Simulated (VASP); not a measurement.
# Os (P6_3/mmc) in VASP: notebook, part 2 of 2

VASP 6.6.1. Earlier steps stand in the parts before.

### 3 Single point, LDA

File INCAR:

```
SYSTEM = Os
ALGO = Normal
EDIFF = 1E-6
ENCUT = 500
GGA = CA
GGA_COMPAT = .FALSE.
ISIF = 2
ISMEAR = -1
LASPH = .TRUE.
LCHARG = .FALSE.
LREAL = .FALSE.
LWAVE = .FALSE.
NBANDS = 23
NELM = 120
PREC = Accurate
SIGMA = 0.1
```

File KPOINTS:

```
k-points
0
G
  6 6 4
  0 0 0
```

File POSCAR:

```
Os
1.0
    2.7175247593      0.0000000000      0.0000000000
   -1.3587623796      2.3534454770      0.0000000000
    0.0000000000      0.0000000000      4.2844606214
Os
2
Direct
    0.3333333333      0.6666666667      0.2500000000
    0.6666666667      0.3333333333      0.7500000000
```

Potentials or basis: VASP PAW LDA potentials, release 64 (Os_sv_GW).

Launch:

```
$ cat potpaw_LDA.64/Os_sv_GW/POTCAR > POTCAR
$ mpirun -np 1 vasp_std > vasp.out
```

OUTCAR:

```text
SYSTEM = Os
   EDIFF = 1E-6
   ENCUT = 500
   GGA = CA
   ISIF = 2
   ISMEAR = -1
   LASPH = .TRUE.
   LREAL = .FALSE.
   NELM = 120
   PREC = Accurate

 ion  position               nearest neighbor table
   1  0.333  0.667  0.250-   2 2.66   2 2.66   2 2.66   2 2.66   2 2.66   2 2.66
   2  0.667  0.333  0.750-   1 2.66   1 2.66   1 2.66   1 2.66   1 2.66   1 2.66

  LATTYP: Found a hexagonal cell.
 ALAT       =     2.7175247593
 C/A-ratio  =     1.5766040794

  Lattice vectors:

[... 729 lines left out ...]
------------------------ aborting loop because EDIFF is reached ----------------------------------------

  FORCE on cell =-STRESS in cart. coord.  units (eV):
  Direction    XX          YY          ZZ          XY          YZ          ZX
  --------------------------------------------------------------------------------------
  -------------------------------------------------------------------------------------
  Total        0.3110422      0.3110422     -0.4644102      0.0000000     -0.0000000     -0.0000000
  in kB       18.1867906     18.1867906    -27.1542932      0.0000000     -0.0000000     -0.0000000
  external PRESSURE =       3.0730960 kB  Pullay stress =       0.0000000 kB

 VOLUME and BASIS-vectors are now :
 -----------------------------------------------------------------------------
  energy-cutoff  :      500.00
  volume of cell :       27.40
      direct lattice vectors                 reciprocal lattice vectors
     2.717524759  0.000000000  0.000000000     0.367981928  0.212454465  0.000000000
    -1.358762380  2.353445477  0.000000000     0.000000000  0.424908930  0.000000000
     0.000000000  0.000000000  4.284460621     0.000000000  0.000000000  0.233401608

 POSITION                                       TOTAL-FORCE (eV/Angst)
 -----------------------------------------------------------------------------------
     -0.00000      1.56896      1.07112         0.000000     -0.000000      0.000000
      1.35876      0.78448      3.21335        -0.000000      0.000000      0.000000
 -----------------------------------------------------------------------------------
    total drift:                               -0.000000      0.000000     -0.000000

  FREE ENERGIE OF THE ION-ELECTRON SYSTEM (eV)
  ---------------------------------------------------
  free  energy   TOTEN  =       -27.5539832768 eV

  energy  without entropy=      -27.4978978963  energy(sigma->0) =      -27.52594059
```

OSZICAR:

```text
N       E                     dE             d eps       ncg     rms          rms(c)
DAV:   1     0.300918676384E+03    0.30092E+03   -0.22330E+04  1006   0.144E+03
DAV:   2    -0.207045696250E+02   -0.32162E+03   -0.30863E+03  1170   0.462E+02
DAV:   3    -0.299730202473E+02   -0.92685E+01   -0.92185E+01  1169   0.758E+01
DAV:   4    -0.300015006112E+02   -0.28480E-01   -0.28474E-01  1057   0.474E+00
DAV:   5    -0.300016021783E+02   -0.10157E-03   -0.10156E-03  1197   0.239E-01    0.111E+02
DAV:   6    -0.278685136532E+02    0.21331E+01   -0.32411E+00  1057   0.133E+01    0.586E+01
DAV:   7    -0.275912995757E+02    0.27721E+00   -0.14381E+00  1141   0.828E+00    0.116E+01
DAV:   8    -0.275545826889E+02    0.36717E-01   -0.14320E-01  1071   0.338E+00    0.948E-01
DAV:   9    -0.275541537368E+02    0.42895E-03   -0.18611E-03  1127   0.339E-01    0.640E-01
DAV:  10    -0.275539811858E+02    0.17255E-03   -0.35467E-04  1064   0.210E-01    0.400E-01
DAV:  11    -0.275539830859E+02   -0.19001E-05   -0.31105E-06  1015   0.172E-02    0.140E-02
DAV:  12    -0.275539832768E+02   -0.19087E-06   -0.15108E-07   602   0.338E-03
   1 F= -.27553983E+02 E0= -.27525941E+02  d E =-.560854E-01
```

Run time: 5 s. Hardware: 1 thread of Intel Xeon 6975P-C (Granite Rapids), shared host; peak memory 0.13 GiB.

Results:

```yaml
Free_energy: -27.5540 eV
Pressure: 0.3 GPa
Band_gap_on_the_k_mesh: zero (band 16 reaches 16.03 eV, above the bottom of band 17 at 12.30 eV)
```

Levels at points of the mesh, in eV from the Fermi level:
```csv
k point,band 12,band 13,band 14,band 15,band 16,band 17,band 18,band 19,band 20,band 21
"(0.00, 0.00, 0.00)",-3.48,-3.19,-2.60,-2.60,-1.94,-1.94,-0.13,1.43,1.43,9.01
"(0.50, 0.00, 0.00)",-3.99,-3.20,-2.91,-2.22,1.80,2.39,2.55,4.29,5.60,9.12
"(0.00, 0.00, 0.50)",-3.95,-3.68,-3.68,-3.68,-3.68,0.63,0.63,0.63,0.63,12.76
"(0.50, 0.00, 0.50)",-5.80,-1.57,-1.57,-0.40,-0.40,2.15,2.15,3.13,3.13,9.03
```

Caveat: the k points lie up to 0.44 Å⁻¹ apart; spin-orbit coupling is left out, which moves the levels of the heavy elements.

### 4 Single point, LDA

File INCAR:

```
SYSTEM = Os
  ALGO = Normal
  EDIFF = 1E-6
  ENCUT = 500
  GGA_COMPAT = .FALSE.
  ISIF = 2
  ISMEAR = -1
  LASPH = .TRUE.
  LCHARG = .FALSE.
  LREAL = .FALSE.
  LWAVE = .FALSE.
  NBANDS = 23
  NELM = 120
  PREC = Accurate
  SIGMA = 0.1
```

File KPOINTS:

```
k-points
0
G
  5 5 3
  0 0 0
```

POSCAR is that of step 3.

Launch:

```
$ cat potpaw_LDA.64/Os_sv_GW/POTCAR > POTCAR
$ mpirun -np 1 vasp_std > vasp.out
```

It took 6.9 s on 1 thread of Intel Xeon Platinum 8259CL at 2.50GHz (Skylake/Cascade Lake), shared host; peak memory 0.13 GiB.

The run converged. Its results:

| Property | Result |
| --- | --- |
| Free energy | -27.5133 eV |
| Pressure | 0.5 GPa |
| Band gap on the k mesh | zero (band 16 reaches 15.42 eV, above the bottom of band 17 at 12.28 eV) |

Stress tensor (GPa, compression positive):
```
-3.29  0.00  0.00
 0.00 -3.29  0.00
 0.00  0.00  8.15
```

Levels at points of the mesh, in eV from the Fermi level:
| k point | band 13 | band 14 | band 15 | band 16 | band 17 | band 18 | band 19 | band 20 |
| --- | --- | --- | --- | --- | --- | --- | --- | --- |
| (0.00, 0.00, 0.00) | -2.81 | -2.21 | -2.21 | -1.57 | -1.57 | 0.24 | 1.80 | 1.80 |

Caveat: the k points lie up to 0.53 Å⁻¹ apart; spin-orbit coupling is left out, which moves the levels of the heavy elements.

### 5 Single point, LDA

File INCAR:

```
SYSTEM = Os
ALGO = Normal
EDIFF = 1E-6
ENCUT = 500
GGA = CA
GGA_COMPAT = .False.
ISIF = 2
ISMEAR = -1
LASPH = .True.
LCHARG = .False.
LREAL = .False.
LWAVE = .False.
NBANDS = 23
NELM = 120
PREC = Accurate
SIGMA = 0.2
```

File KPOINTS:

```
k-points
0
Gamma
  13 13 8
  0 0 0
```

POSCAR is that of step 4.

Launch:

```
$ cat potpaw_LDA.64/Os_sv_GW/POTCAR > POTCAR
$ mpirun -np 1 vasp_std > vasp.out
```

Wall time 27 s (1 thread of Intel Xeon Platinum 8488C (Sapphire Rapids), shared host); peak memory 0.16 GiB.

Results (log left out):

```yaml
Free_energy: -27.6901 eV
Pressure: -0.1 GPa
Band_gap_on_the_k_mesh: zero (band 16 reaches 16.10 eV, above the bottom of band 17 at 12.13 eV)
```

Stress tensor (GPa, compression positive):
```
-0.38  0.00  0.00
 0.00 -0.38  0.00
 0.00  0.00  0.40
```

Levels at points of the mesh, in eV from the Fermi level:
```csv
k point,band 14,band 15,band 16,band 17,band 18,band 19
"(0.00, 0.00, 0.00)",-2.33,-2.33,-1.67,-1.67,0.13,1.70
"(0.00, 0.00, 0.50)",-3.41,-3.41,-3.41,0.90,0.90,0.90
```

Caveat: spin-orbit coupling is left out, which moves the levels of the heavy elements.

### 6 The runs side by side

| potentials or basis | k mesh | cutoff (eV) | smearing | second run | gap on the mesh (eV) | pressure (GPa) |
| --- | --- | --- | --- | --- | --- | --- |
| VASP PAW LDA potentials, release 64 (Os) | 13 × 13 × 8 | 520 | fermi-dirac 0.2 eV | - | none | 1.6 |
| VASP PAW LDA potentials, release 64 (Os_sv_GW) | 6 × 6 × 4 | 500 | fermi-dirac 0.1 eV | valence_matched | none | 0.3 |
| VASP PAW LDA potentials, release 64 (Os_sv_GW) | 5 × 5 × 3 | 500 | fermi-dirac 0.1 eV | valence_matched | none | 0.5 |
| VASP PAW LDA potentials, release 64 (Os_sv_GW) | 13 × 13 × 8 | 500 | fermi-dirac 0.2 eV | valence_matched | none | -0.1 |

Alike in all rows: task single point; level LDA; no spin polarisation; cell as given.

Caveats: some runs use coarse meshes; spin-orbit coupling is left out, which moves the levels of the heavy elements.

Total energies depend on the potentials used, so only differences within one code and one set of settings carry meaning.
